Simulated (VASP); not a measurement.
# Ca11NbO12 (a cell with a defect) in VASP: settings compared, part 2 of 2

VASP 6.6.1. Earlier steps stand in the parts before.

**3. Single point, HSE06, collinear spin**

File POSCAR:

```
Ca11NbO12
1.0
    0.0000000000      4.7676000000      4.7676000000
    4.7676000000      0.0000000000      4.7676000000
    7.1514000000      7.1514000000      0.0000000000
O Ca Nb
12 11 1
Direct
    0.7252040000      0.2727730000      0.1829240000
    0.2738950000      0.7283290000      0.4840130000
    0.7583150000      0.2418110000      0.8334590000
    0.2718490000      0.7261380000      0.1829740000
    0.7273010000      0.2749550000      0.4839730000
    0.2407990000      0.7593120000      0.8334400000
    0.2873780000      0.2884040000      0.4732460000
    0.7118010000      0.7128110000      0.1936090000
    0.7556210000      0.7566390000      0.8269560000
    0.2509810000      0.2520120000      0.1669540000
    0.2435110000      0.2444890000      0.8399200000
    0.7481060000      0.7491340000      0.4999460000
    0.0061880000      0.0072570000      0.9926750000
    0.9929010000      0.9939170000      0.6742500000
    0.9995120000      0.0005720000      0.3335100000
    0.4993890000      0.5004240000      0.0003950000
    0.4997100000      0.5007400000      0.6665250000
    0.0015630000      0.4973470000      0.9997150000
    0.4995150000      0.0005200000      0.3334910000
    0.9975370000      0.5037990000      0.6672280000
    0.4963050000      0.0025640000      0.9997330000
    0.9995010000      0.5005660000      0.3334810000
    0.5027360000      0.9985660000      0.6672580000
    0.4995530000      0.5005970000      0.3334400000
```

File INCAR.step1:

```
PREC = Accurate
ENCUT = 520
EDIFF = 1E-5
ISMEAR = -1
SIGMA = 0.05
LREAL = F
LASPH = T
NELM = 200
ALGO = Normal
ISIF = 2
LWAVE = T
ISPIN = 2
MAGMOM = 0.143 0.143 0 0.143 0.143 0 0.143 0.143 0 0 0 0 0 0 0 0 0 0 0 0 0 0 0 0.143
LORBIT = 11
LMAXMIX = 4
NBANDS = 120
GGA = PE
NELECT = 193.0
ISYM = 0
GGA_COMPAT = F
NCORE = 4
```

File INCAR.step2:

```
PREC = Accurate
ENCUT = 520
EDIFF = 1E-6
ISMEAR = -1
SIGMA = 0.05
LREAL = F
LASPH = T
NELM = 200
ALGO = Normal
ISIF = 2
LWAVE = F
LCHARG = T
ISPIN = 2
MAGMOM = 0.143 0.143 0 0.143 0.143 0 0.143 0.143 0 0 0 0 0 0 0 0 0 0 0 0 0 0 0 0.143
LORBIT = 11
LMAXMIX = 4
GGA = PE
LHFCALC = T
HFSCREEN = 0.2079
PRECFOCK = Fast
LELF = T
LVHAR = T
NBANDS = 120
ISTART = 1
NELECT = 193.0
ISYM = 0
GGA_COMPAT = F
NCORE = 4
```

File KPOINTS:

```
Automatic mesh
0
Gamma
  1 1 1
  0.25 0.25 0.25
```

Potentials or basis: VASP PAW PBE potentials, release 64 (O, Ca_sv, Nb_sv).

Launch:

```console
> cat potpaw_PBE.64/O/POTCAR potpaw_PBE.64/Ca_sv/POTCAR potpaw_PBE.64/Nb_sv/POTCAR > POTCAR
> cp INCAR.step1 INCAR
> mpirun -np 4 vasp_std > vasp.out
> cp INCAR.step2 INCAR
> mpirun -np 4 vasp_std > vasp.out
```

OUTCAR:

```text
PREC = Accurate
   ENCUT = 520
   EDIFF = 1E-6
   ISMEAR = -1
   LREAL = F
   LASPH = T
   NELM = 200
   ISIF = 2
   ISPIN = 2
   LORBIT = 11
   GGA = PE
   LHFCALC = T
   HFSCREEN = 0.2079
   PRECFOCK = Fast
   ISTART = 1
   NELECT = 193.0
   ISYM = 0

 ion  position               nearest neighbor table
   1  0.725  0.273  0.183-  24 2.16  19 2.38  16 2.39  15 2.39  18 2.40
   2  0.274  0.728  0.484-  24 2.16  19 2.38  17 2.39  15 2.39  20 2.40
   3  0.758  0.242  0.833-  13 2.32  14 2.32  20 2.39  21 2.39  17 2.43  16 2.43
   4  0.272  0.726  0.183-  24 2.16  22 2.38  16 2.39  15 2.40  21 2.40
   5  0.727  0.275  0.484-  24 2.16  22 2.38  17 2.39  15 2.39  23 2.40
   6  0.241  0.759  0.833-  14 2.32  13 2.32  23 2.39  18 2.39  17 2.43  16 2.43
   7  0.287  0.288  0.473-  24 2.02  19 2.40  22 2.40  20 2.44  23 2.44
   8  0.712  0.713  0.194-  24 2.02  22 2.40  19 2.40  21 2.44  18 2.44
   9  0.756  0.757  0.827-  14 2.26  20 2.35  23 2.35  18 2.41  21 2.41  16 2.44
  10  0.251  0.252  0.167-  16 2.37  19 2.38  22 2.38  18 2.39  21 2.39  15 2.40
  11  0.244  0.244  0.840-  13 2.26  21 2.35  18 2.35  23 2.41  20 2.41  17 2.44
  12  0.748  0.749  0.500-  17 2.37  22 2.38  19 2.38  20 2.39  23 2.39  15 2.40
  13  0.006  0.007  0.993-  11 2.26   3 2.32   6 2.32
  14  0.993  0.994  0.674-   9 2.26   6 2.32   3 2.32
  15  1.000  0.001  0.334-   5 2.39   2 2.39   1 2.39   4 2.40  12 2.40  10 2.40
  16  0.499  0.500  0.000-  10 2.37   4 2.39   1 2.39   3 2.43   6 2.43   9 2.44
  17  0.500  0.501  0.667-  12 2.37   2 2.39   5 2.39   6 2.43   3 2.43  11 2.44
  18  0.002  0.497  1.000-  11 2.35  10 2.39   6 2.39   1 2.40   9 2.41   8 2.44
  19  0.500  0.001  0.333-  12 2.38  10 2.38   2 2.38   1 2.38   8 2.40   7 2.40
  20  0.998  0.504  0.667-   9 2.35  12 2.39   3 2.39   2 2.40  11 2.41   7 2.44
  21  0.496  0.003  1.000-  11 2.35  10 2.39   3 2.39   4 2.40   9 2.41   8 2.44
  22  1.000  0.501  0.333-  12 2.38  10 2.38   5 2.38   4 2.38   8 2.40   7 2.40
  23  0.503  0.999  0.667-   9 2.35  12 2.39   6 2.39   5 2.40  11 2.41   7 2.44
  24  0.500  0.501  0.333-   7 2.02   8 2.02   4 2.16   5 2.16   2 2.16   1 2.16

IMPORTANT INFORMATION: All symmetrisations will be switched off!
NOSYMM: (Re-)initialisation of all symmetry stuff for point group C_1.

----------------------------------------------------------------------------------------

                                     Primitive cell

  volume of cell :     325.1028

  direct lattice vectors                    reciprocal lattice vectors
     0.000000000  4.767600000  4.767600000    -0.104874570  0.104874570  0.104874570
     4.767600000  0.000000000  4.767600000     0.104874570 -0.104874570  0.104874570
     7.151400000  7.151400000  0.000000000     0.069916380  0.069916380 -0.069916380

  length of vectors
     6.742404580  6.742404580 10.113606870     0.181648084  0.181648084  0.121098722

  position of ions in fractional coordinates (direct lattice)
     0.725204000  0.272773000  0.182924000
     0.273895000  0.728329000  0.484013000
     0.758315000  0.241811000  0.833459000
     0.271849000  0.726138000  0.182974000
     0.727301000  0.274955000  0.483973000
     0.240799000  0.759312000  0.833440000
[... 16 lines left out ...]
     0.502736000  0.998566000  0.667258000
     0.499553000  0.500597000  0.333440000

  ion indices of the primitive-cell ions
   primitive index   ion index
                 1           1
                 2           2
                 3           3
                 4           4
                 5           5
[... 87 lines left out ...]
     AMIX_MAG =   1.60;   BMIX_MAG =  1.00
  volume/ion in A,a.u.               =      13.55        91.41
  Fermi-wavevector in a.u.,A,eV,Ry     =   1.375901  2.600075 25.757220  1.893102
  Thomas-Fermi vector in A             =   2.501194
   LORBIT       =     11    0 simple, 1 ext, 2 COOP (PROOUT), +10 PAW based schemes
   GGA     = PE    functional components
   LHFCALC =     T    Hartree Fock is set to
   PRECFOCK=fast      Normal, Fast or Accurate (Low or Medium for compatibility)
   ENCUT4O =  -1.0   cutoff for four orbital integrals eV
   NKREDX  =     1    reduce k-point grid by
   NKREDY  =     1    reduce k-point grid by
   NKREDZ  =     1    reduce k-point grid by
   AEXX    =    0.2500 exact exchange contribution
   HFSCREEN=    0.2079 screening length (either q_TF or 0.3 A-1)
   HFSCREENC=   0.2079 screening length for correlation (either q_TF or 0.3 A-1)
   ENCUTFOCK=  -1.0 apply spherical cutoff to Coloumb kernel
   IVDW    =     0    specifies the selected vdW correction
   LEPSILON=     F    determine dielectric tensor
   LRPA    =     F    only Hartree local field effects (RPA)
 spin polarized calculation
  energy-cutoff  :      520.00
  volume of cell :      325.10
 maximum number of plane-waves:      8768
 NGX is ok and might be reduce to    50
  NGX = 28; NGY = 28; NGZ = 40

 number of electron     193.0000005 magnetization       1.0000085

 Free energy of the ion-electron system (eV)
  ---------------------------------------------------
  ext. energy  EPLUGINS =         0.00000000
  ---------------------------------------------------
  free energy    TOTEN  =      -197.30924493 eV

  energy without entropy =     -197.30924493  energy(sigma->0) =     -197.30924493

 E-fermi :   5.8787     XC(G=0):  -8.6886

 val. band max:        4.8097640136   @ k =   0.2500   0.2500   0.2500
 cond. band min:       6.9642440101   @ k =   0.2500   0.2500   0.2500
 fundamental gap:      2.1544799965
 Fermi energy:         5.8786955020

 spin component 1

 k-point     1 :       0.2500    0.2500    0.2500
  band No.  band energies     occupation
      1     -55.3592      1.00000
      2     -38.6652      1.00000
      3     -38.6406      1.00000
      4     -38.1345      1.00000
      5     -38.0918      1.00000
      6     -38.0038      1.00000
[... 100 lines left out ...]
    107       9.5869      0.00000
    108       9.6915      0.00000
 Fermi energy:         5.8786955020

 spin component 2

 k-point     1 :       0.2500    0.2500    0.2500
  band No.  band energies     occupation
      1     -54.7577      1.00000
      2     -38.6602      1.00000
      3     -38.6356      1.00000
      4     -38.1327      1.00000
      5     -38.0901      1.00000
      6     -38.0018      1.00000
[... 100 lines left out ...]
    107       9.6573      0.00000
    108       9.7419      0.00000
 [bands above 108 left out]

------------------------ aborting loop because EDIFF is reached ----------------------------------------

  FORCE on cell =-STRESS in cart. coord.  units (eV):
  Direction    XX          YY          ZZ          XY          YZ          ZX
  --------------------------------------------------------------------------------------
  -------------------------------------------------------------------------------------
  Total      -13.5740001    -13.5569648    -12.8409401     -1.3087445      0.5908146      0.5904898
  in kB      -66.8956293    -66.8116756    -63.2829498     -6.4497778      2.9116629      2.9100625
  external PRESSURE =     -65.6634182 kB  Pullay stress =       0.0000000 kB

 VOLUME and BASIS-vectors are now :
 -----------------------------------------------------------------------------
  energy-cutoff  :      520.00
  volume of cell :      325.10
      direct lattice vectors                 reciprocal lattice vectors
     0.000000000  4.767600000  4.767600000    -0.104874570  0.104874570  0.104874570
     4.767600000  0.000000000  4.767600000     0.104874570 -0.104874570  0.104874570
     7.151400000  7.151400000  0.000000000     0.069916380  0.069916380 -0.069916380

 POSITION                                       TOTAL-FORCE (eV/Angst)
 -----------------------------------------------------------------------------------
      2.60864      4.76565      4.75796        -0.196649      0.027616      0.009120
      6.93375      4.76719      4.77820         0.197109     -0.028631     -0.006408
      7.11326      9.57574      4.76820         0.003996     -0.003811     -0.000166
      4.77046      2.60459      4.75800         0.028611     -0.202120      0.008965
      4.77196      6.92856      4.77836        -0.027158      0.200103     -0.007365
      9.58036      7.10830      4.76813        -0.001887      0.004716      0.000381
[... 16 lines left out ...]
      9.53259      7.16867      7.15761        -0.006692     -0.040279      0.009753
      4.77121      4.76623      4.76832        -0.002100      0.001687     -0.004363
 -----------------------------------------------------------------------------------
    total drift:                               -0.000208     -0.000252     -0.000218

  FREE ENERGIE OF THE ION-ELECTRON SYSTEM (eV)
  ---------------------------------------------------
  free  energy   TOTEN  =      -197.3092449282 eV

  energy  without entropy=     -197.3092449271  energy(sigma->0) =     -197.30924493

 total charge

# of ion       s       p       d       tot
------------------------------------------
    1        1.553   3.484   0.000   5.036
    2        1.553   3.484   0.000   5.036
    3        1.552   3.482   0.000   5.034
    4        1.553   3.484   0.000   5.036
    5        1.553   3.484   0.000   5.036
    6        1.552   3.482   0.000   5.034
[... 16 lines left out ...]
   23        2.034   5.882   0.252   8.168
   24        2.157   6.078   2.017  10.253
--------------------------------------------------
tot         43.169 112.590   4.786 160.545

 magnetization (x)

# of ion       s       p       d       tot
------------------------------------------
    1       -0.000   0.013   0.000   0.013
    2       -0.000   0.013   0.000   0.013
    3        0.000   0.001   0.000   0.001
    4       -0.000   0.013   0.000   0.013
    5       -0.000   0.013   0.000   0.013
    6        0.000   0.001   0.000   0.001
[... 16 lines left out ...]
   23       -0.000  -0.000   0.001   0.001
   24        0.005   0.005   0.682   0.693
--------------------------------------------------
tot          0.008   0.028   0.725   0.760
```

Run time: 11 min. Hardware: 4 MPI ranks of AMD EPYC 7R43 (Zen 3), shared host; peak memory 0.35 GiB.

Results:

| Quantity | Value |
| --- | --- |
| Free energy | -197.3092 eV |
| Largest force | 0.204 eV/Å |
| Net moment | 1.00 μB per cell |
| Site moments | O +0.01, +0.00, -0.01, -0.00; Ca +0.01, +0.02, +0.00; Nb +0.69 μB |
| Valence electrons inside the program's atomic spheres | O 5.04, 5.03, 5.06; Ca 8.16, 8.17; Nb 10.25 |

Forces on the atoms (eV/Å):
```
O   -0.197  0.028  0.009
O    0.197 -0.029 -0.006
O    0.004 -0.004  0.000
O    0.029 -0.202  0.009
O   -0.027  0.200 -0.007
O   -0.002  0.005  0.000
O    0.023  0.023 -0.026
O   -0.022 -0.022  0.022
O    0.018  0.018 -0.044
O   -0.003 -0.003 -0.013
O   -0.015 -0.016  0.042
O    0.004  0.004  0.012
Ca   0.039  0.039 -0.099
Ca  -0.038 -0.039  0.096
Ca  -0.002 -0.002  0.000
Ca  -0.008 -0.006  0.014
Ca   0.006  0.007 -0.016
Ca   0.038  0.004 -0.008
Ca   0.001  0.000  0.005
Ca  -0.040 -0.005  0.008
Ca   0.004  0.038 -0.005
Ca  -0.001  0.001  0.003
Ca  -0.007 -0.040  0.010
Nb  -0.002  0.002 -0.004
```

Levels at points of the mesh, in eV from the Fermi level:
Spin up:
| k point | band 94 | band 95 | band 96 | band 97 | band 98 | band 99 | band 100 | band 101 |
| --- | --- | --- | --- | --- | --- | --- | --- | --- |
| (0.25, 0.25, 0.25) | -4.46 | -4.29 | -4.27 | -1.07 | 1.09 | 1.18 | 2.05 | 2.47 |
Spin down:
```csv
k point,band 92,band 93,band 94,band 95,band 96,band 97,band 98,band 99,band 100,band 101
"(0.25, 0.25, 0.25)",-4.68,-4.63,-4.45,-4.28,-4.27,1.20,1.39,1.49,2.49,2.49
```

Caveat: the k points lie up to 1.14 Å⁻¹ apart; the cell carries a net charge on a neutralising background, which shifts energy and pressure; the cell is charged against a uniform background, so pressure and absolute levels hang on convention; the PAW data sets were made with another functional, which shifts forces and pressure a little.
